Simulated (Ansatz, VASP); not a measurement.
# One calculation of TaAs, two programs

```
Ta As
1.0
    -1.71373    1.71373    5.79739
     1.71373   -1.71373    5.79739
     1.71373    1.71373   -5.79739
Ta As
2 2
Direct
  0.25029 0.75029 0.50000
  0.50029 0.50029 0.00000
  0.83231 0.33231 0.50000
  0.08231 0.08231 0.00000
```

Alike in both runs: functional PBEsol; k mesh 10 × 10 × 10; occupations gaussian, width 0.03 eV; no spin polarisation.

Ansatz relaxed the structure, and its values are those at the end. VASP's run is a single point on that final structure, the one shown.

|  | VASP | Ansatz |
| --- | --- | --- |
| version | VASP 6.6.1 | Ansatz 0.2.0 |
| potentials or method | VASP PAW PBE potentials, release 64 (Ta_pv, As) | scalar-relativistic, plane waves, PAW |
| plane-wave cutoff (eV) | 520 | 420 |
| valence electrons in the cell | 32 | 56 |

VASP gave:

- pressure (GPa): 0.7

**Question.** Estimate Ansatz's values.

**Answer.** Pressure (GPa): 0.0.

VASP's potentials were made for PBE, not for PBEsol. The functional is the same, so the differences come from potentials, cutoffs and numerics. VASP's potentials hold 32 valence electrons a cell and Ansatz's 56, so a difference there can come from the potentials and not from the codes.

Neither program's run includes spin-orbit coupling.
